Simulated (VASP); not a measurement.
# Cs (P6_3/mmc) in VASP: further runs

Runs on Cs. Level: LDA. Tasks: single point, relaxation of cell and atoms.

Program: VASP 6.6.1. These are calculated values, not measurements. Logs are shortened: lines on timing, memory, paths and dates and some standing lists are left out, and cuts for length are marked.

### 1 The cell of the first run

The structure is hexagonal, space group P6_3/mmc (No. 194). Conventional cell: a = 4.997 Å, b = 4.997 Å, c = 16.375 Å, α = 90.00°, β = 90.00°, γ = 120.00°.

### 2 Single point, LDA (volume scaled by 0.92)

File INCAR:

```
PREC = Accurate ; ENCUT = 520
EDIFF = 1E-6 ; ISMEAR = -1
SIGMA = 0.1 ; LREAL = False
LASPH = True ; NELM = 60
ALGO = Normal ; ISIF = 2
LWAVE = False ; LCHARG = False
GGA = CA ; NBANDS = 26
```

File KPOINTS:

```
regular mesh
0
Gamma
  8 8 3
```

File POSCAR:

```
Cs
1.0
    4.9970544188      0.0000000000      0.0000000000
   -2.4985272094      4.3275760708      0.0000000000
    0.0000000000      0.0000000000     16.3751932343
Cs
4
Direct
    0.0000000000      1.0000000000      0.0000000000
    0.0000000000      1.0000000000      0.5000000000
    0.3333333333      0.6666666667      0.2500000000
    0.6666666667      0.3333333333      0.7500000000
```

Potentials or basis: VASP PAW LDA potentials, release 64 (Cs_sv).

Run with:

```console
$ cat potpaw_LDA.64/Cs_sv/POTCAR > POTCAR
$ mpirun -np 1 vasp_std > vasp.out
```

OUTCAR:

```text
PREC = Accurate
   ENCUT = 520
   EDIFF = 1E-6
   ISMEAR = -1
   LREAL = False
   LASPH = True
   NELM = 60
   ISIF = 2
   GGA = CA

 ion  position               nearest neighbor table
   1  0.000  0.000  0.000-
   2  0.000  0.000  0.500-
   3  0.333  0.667  0.250-
   4  0.667  0.333  0.750-

  LATTYP: Found a hexagonal cell.
 ALAT       =     4.9970544188
 C/A-ratio  =     3.2769691626

  Lattice vectors:

 A1 = (   4.9970544188,   0.0000000000,   0.0000000000)
 A2 = (  -2.4985272094,   4.3275760708,   0.0000000000)
 A3 = (   0.0000000000,   0.0000000000,  16.3751932343)

Analysis of symmetry for initial positions (statically):
=====================================================================
 Subroutine PRICEL returns:
 Original cell was already a primitive cell.

 Routine SETGRP: Setting up the symmetry group for a
 hexagonal supercell.

 Subroutine GETGRP returns: Found 24 space group operations
 (whereof 12 operations were pure point group operations)
 out of a pool of 24 trial point group operations.

The static configuration has the point symmetry D_3d.
 The point group associated with its full space group is D_6h.

Analysis of symmetry for dynamics (positions and initial velocities):
=====================================================================
 Subroutine PRICEL returns:
 Original cell was already a primitive cell.

 Routine SETGRP: Setting up the symmetry group for a
 hexagonal supercell.

 Subroutine GETGRP returns: Found 24 space group operations
 (whereof 12 operations were pure point group operations)
 out of a pool of 24 trial point group operations.

The dynamic configuration has the point symmetry D_3d.
 The point group associated with its full space group is D_6h.

 Subroutine INISYM returns: Found 24 space group operations
 (whereof 12 operations are pure point group operations),
 and found     1 'primitive' translations

----------------------------------------------------------------------------------------

                                     Primitive cell

  volume of cell :     354.1157

  direct lattice vectors                    reciprocal lattice vectors
     4.997054419  0.000000000  0.000000000     0.200117893  0.115538119  0.000000000
    -2.498527209  4.327576071  0.000000000     0.000000000  0.231076238  0.000000000
     0.000000000  0.000000000 16.375193234     0.000000000  0.000000000  0.061067982

  length of vectors
     4.997054419  4.997054419 16.375193234     0.231076238  0.231076238  0.061067982

  position of ions in fractional coordinates (direct lattice)
     0.000000000  0.000000000  0.000000000
     0.000000000  0.000000000  0.500000000
     0.333333333  0.666666667  0.250000000
     0.666666667  0.333333333  0.750000000

  ion indices of the primitive-cell ions
   primitive index   ion index
                 1           1
                 2           2
                 3           3
                 4           4

----------------------------------------------------------------------------------------

 KPOINTS: regular mesh

Automatic generation of k-mesh.
 Grid dimensions read from file:
 generate k-points for:    8    8    3

 Generating k-lattice:

  Cartesian coordinates                     Fractional coordinates (reciprocal lattice)
     0.025014737  0.014442265  0.000000000     0.125000000  0.000000000  0.000000000
     0.000000000  0.028884530  0.000000000     0.000000000  0.125000000  0.000000000
     0.000000000  0.000000000  0.020355994     0.000000000  0.000000000  0.333333333

  Length of vectors
     0.028884530  0.028884530  0.020355994

  Shift w.r.t. Gamma in fractional coordinates (k-lattice)
     0.000000000  0.000000000  0.000000000

 Subroutine IBZKPT returns following result:
 ===========================================

 Found     20 irreducible k-points:

 Following reciprocal coordinates:
            Coordinates               Weight
  0.000000  0.000000  0.000000      1.000000
  0.125000 -0.000000  0.000000      6.000000
  0.250000 -0.000000  0.000000      6.000000
  0.375000 -0.000000  0.000000      6.000000
  0.500000 -0.000000  0.000000      3.000000
  0.125000  0.125000  0.000000      6.000000
[... 12 lines left out ...]
  0.250000  0.250000  0.333333     12.000000
  0.375000  0.250000  0.333333     12.000000
   k-points           NKPTS =     20   k-points in BZ     NKDIM =     20   number of bands    NBANDS=     26
   number of dos      NEDOS =    301   number of ions     NIONS =      4
   total plane-waves  NPLWV = 201600
   dimension x,y,z NGX =    40 NGY =   40 NGZ =  126
   dimension x,y,z NGXF=    80 NGYF=   80 NGZF=  252
   ions per type =               4
   NGX,Y,Z   is equivalent  to a cutoff of  13.31, 13.31, 12.79 a.u.
   NGXF,Y,Z  is equivalent  to a cutoff of  26.62, 26.62, 25.58 a.u.
 SYSTEM =  unknown system
   PREC   = accura    normal or accurate (medium, high low for compatibility)
   ISTART =      0    job   : 0-new  1-cont  2-samecut
   ICHARG =      2    charge: 1-file 2-atom 10-const
   ISPIN  =      1    spin polarized calculation?
   LNONCOLLINEAR =      F non collinear calculations
   LSORBIT =      F    spin-orbit coupling
   LASPH  =      T    aspherical Exc in radial PAW
   ENCUT  =  520.0 eV  38.22 Ry    6.18 a.u.   9.29  9.29 30.45*2*pi/ulx,y,z
   NELM   =     60;   NELMIN=  2; NELMDL= -5     # of ELM steps
   EDIFF  = 0.1E-05   stopping-criterion for ELM
   LREAL  =      F    real-space projection
   EDIFFG = 0.1E-04   stopping-criterion for IOM
   NSW    =      0    number of steps for IOM
   IBRION =     -1    ionic relax: 0-MD 1-quasi-New 2-CG
   NFREE  =      0    steps in history (QN), initial steepest desc. (CG)
   ISIF   =      2    stress and relaxation
   ISYM   =      2    0-nonsym 1-usesym 2-fastsym
   POTIM  = 0.5000    time-step for ionic-motion
   TEBEG  =    0.0;   TEEND  =   0.0 temperature during run
   PSTRESS=    0.0 pullay stress
   NELECT =      36.0000    total number of electrons
   NUPDOWN=      -1.0000    fix difference up-down
   EMIN   =  10.00;   EMAX   =-10.00  energy-range for DOS
   EFERMI =   0.00;   METHOD = LEGACY
   ISMEAR =    -1;   SIGMA  =   0.10  broadening in eV -4-tet -1-fermi 0-gaus
   EFERMI_NEDOS =   21; number of points for ismear=-14 and -15
   IALGO  =     38    algorithm
   IMIX   =      4    mixing-type and parameters
     AMIX     =   0.40;   BMIX     =  1.00
     AMIX_MAG =   1.60;   BMIX_MAG =  1.00
  volume/ion in A,a.u.               =      88.53       597.42
  Fermi-wavevector in a.u.,A,eV,Ry     =   0.764060  1.443863  7.942906  0.583787
  Thomas-Fermi vector in A             =   1.863878
   LORBIT       =      0    0 simple, 1 ext, 2 COOP (PROOUT), +10 PAW based schemes
   GGA     = CA    functional components
   LHFCALC =     F    Hartree Fock is set to
   AEXX    =    0.0000 exact exchange contribution
   IVDW    =     0    specifies the selected vdW correction
   LEPSILON=     F    determine dielectric tensor
   LRPA    =     F    only Hartree local field effects (RPA)
 non-spin polarized calculation
  energy-cutoff  :      520.00
  volume of cell :      354.12
 maximum number of plane-waves:      9565
 NGX is ok and might be reduce to    40
   NGX = 19   NGY = 19   NGZ = 61

 number of electron      35.9999997 magnetization

 Free energy of the ion-electron system (eV)
  ---------------------------------------------------
  ext. energy  EPLUGINS =         0.00000000
  ---------------------------------------------------
  free energy    TOTEN  =        -4.03348217 eV

  energy without entropy =       -3.85856702  energy(sigma->0) =       -3.94602460

 E-fermi :   1.0106     XC(G=0):  -6.2575

 val. band max:        1.0079617213   @ k =   0.5000  -0.0000   0.0000
 cond. band min:       1.0190956652   @ k =   0.5000  -0.0000   0.3333
 fundamental gap:      0.0111339439
 Fermi energy:         1.0105987738

 k-point     1 :       0.0000    0.0000    0.0000
  band No.  band energies     occupation
      1     -22.6704      2.00000
      2     -22.6611      2.00000
      3     -22.6588      2.00000
      4     -22.6494      2.00000
      5      -9.6687      2.00000
      6      -9.5115      2.00000
[... 18 lines left out ...]
     25       3.4242      0.00000
     26       3.4868      0.00000

 k-point     2 :       0.1250   -0.0000    0.0000
  band No.  band energies     occupation
      1     -22.6676      2.00000
      2     -22.6590      2.00000
      3     -22.6567      2.00000
      4     -22.6481      2.00000
      5      -9.6524      2.00000
      6      -9.5166      2.00000
[... 18 lines left out ...]
     25       3.1858      0.00000
     26       3.2114      0.00000

 k-point     3 :       0.2500   -0.0000    0.0000
  band No.  band energies     occupation
      1     -22.6607      2.00000
      2     -22.6540      2.00000
      3     -22.6517      2.00000
      4     -22.6450      2.00000
      5      -9.6106      2.00000
      6      -9.5583      2.00000
[... 18 lines left out ...]
     25       2.7344      0.00000
     26       2.7780      0.00000

 k-point     4 :       0.3750   -0.0000    0.0000
  band No.  band energies     occupation
      1     -22.6530      2.00000
      2     -22.6489      2.00000
      3     -22.6466      2.00000
      4     -22.6426      2.00000
      5      -9.6331      2.00000
      6      -9.6280      2.00000
[... 18 lines left out ...]
     25       2.7177      0.00000
     26       2.7846      0.00000

 k-point     5 :       0.5000   -0.0000    0.0000
  band No.  band energies     occupation
      1     -22.6493      2.00000
      2     -22.6468      2.00000
      3     -22.6445      2.00000
      4     -22.6421      2.00000
      5      -9.6670      2.00000
      6      -9.6576      2.00000
[... 18 lines left out ...]
     25       2.6880      0.00000
     26       2.7785      0.00000

 k-point     6 :       0.1250    0.1250    0.0000
  band No.  band energies     occupation
      1     -22.6628      2.00000
      2     -22.6555      2.00000
      3     -22.6532      2.00000
      4     -22.6458      2.00000
      5      -9.6225      2.00000
      6      -9.5382      2.00000
[... 311 lines left out ...]
 k-point    17 :       0.2500    0.1250    0.3333
  band No.  band energies     occupation
      1     -22.6546      2.00000
      2     -22.6525      2.00000
      3     -22.6460      2.00000
      4     -22.6439      2.00000
      5      -9.6012      2.00000
      6      -9.5886      2.00000
[... 18 lines left out ...]
     25       2.6258      0.00000
     26       2.7302      0.00000

 k-point    18 :       0.3750    0.1250    0.3333
  band No.  band energies     occupation
      1     -22.6489      2.00000
      2     -22.6477      2.00000
      3     -22.6436      2.00000
      4     -22.6425      2.00000
      5      -9.6393      2.00000
      6      -9.6312      2.00000
[... 18 lines left out ...]
     25       2.6381      0.00000
     26       2.7832      0.00000

 k-point    19 :       0.2500    0.2500    0.3333
  band No.  band energies     occupation
      1     -22.6489      2.00000
      2     -22.6478      2.00000
      3     -22.6436      2.00000
      4     -22.6425      2.00000
      5      -9.6073      2.00000
      6      -9.6042      2.00000
[... 18 lines left out ...]
     25       2.5569      0.00000
     26       2.6490      0.00000

 k-point    20 :       0.3750    0.2500    0.3333
  band No.  band energies     occupation
      1     -22.6459      2.00000
      2     -22.6455      2.00000
      3     -22.6428      2.00000
      4     -22.6425      2.00000
      5      -9.6133      2.00000
      6      -9.6076      2.00000
[... 18 lines left out ...]
     25       2.4344      0.00000
     26       2.5763      0.00000

------------------------ aborting loop because EDIFF is reached ----------------------------------------

  FORCE on cell =-STRESS in cart. coord.  units (eV):
  Direction    XX          YY          ZZ          XY          YZ          ZX
  --------------------------------------------------------------------------------------
  -------------------------------------------------------------------------------------
  Total        0.5073169      0.5073169      0.4405436      0.0000000      0.0000000      0.0000000
  in kB        2.2953277      2.2953277      1.9932153      0.0000000      0.0000000      0.0000000
  external PRESSURE =       2.1946235 kB  Pullay stress =       0.0000000 kB

 VOLUME and BASIS-vectors are now :
 -----------------------------------------------------------------------------
  energy-cutoff  :      520.00
  volume of cell :      354.12
      direct lattice vectors                 reciprocal lattice vectors
     4.997054419  0.000000000  0.000000000     0.200117893  0.115538119  0.000000000
    -2.498527209  4.327576071  0.000000000     0.000000000  0.231076238  0.000000000
     0.000000000  0.000000000 16.375193234     0.000000000  0.000000000  0.061067982

 POSITION                                       TOTAL-FORCE (eV/Angst)
 -----------------------------------------------------------------------------------
      0.00000      0.00000      0.00000         0.000000     -0.000000     -0.000000
      0.00000      0.00000      8.18760         0.000000     -0.000000     -0.000000
     -0.00000      2.88505      4.09380        -0.000000      0.000000      0.000000
      2.49853      1.44253     12.28139         0.000000     -0.000000      0.000000
 -----------------------------------------------------------------------------------
    total drift:                                0.000000      0.000000     -0.000000

  FREE ENERGIE OF THE ION-ELECTRON SYSTEM (eV)
  ---------------------------------------------------
  free  energy   TOTEN  =        -4.0334821694 eV

  energy  without entropy=       -3.8585670229  energy(sigma->0) =       -3.94602460
```

Run time: 3.1 min. Hardware: 1 thread of Oxide Virtual Turin-like, shared host; peak memory 0.37 GiB.

Results:

```yaml
Free_energy: -4.0335 eV
Pressure: 0.2 GPa
Band_gap_on_the_k_mesh: zero (band 18 reaches 1.52 eV, above the bottom of band 19 at -0.15 eV)
```

Levels at points of the mesh, in eV from the Fermi level:
| k point | band 16 | band 17 | band 18 | band 19 | band 20 | band 21 |
| --- | --- | --- | --- | --- | --- | --- |
| (0.00, 0.00, 0.00) | -10.35 | -1.94 | -1.16 | -1.16 | -0.17 | 1.17 |
| (0.50, 0.00, 0.00) | -10.39 | -0.13 | 0.00 | 0.25 | 0.27 | 0.89 |

Caveat: spin-orbit coupling is left out, which moves the levels of the heavy elements.

(Part 1 of 3 ends here.)
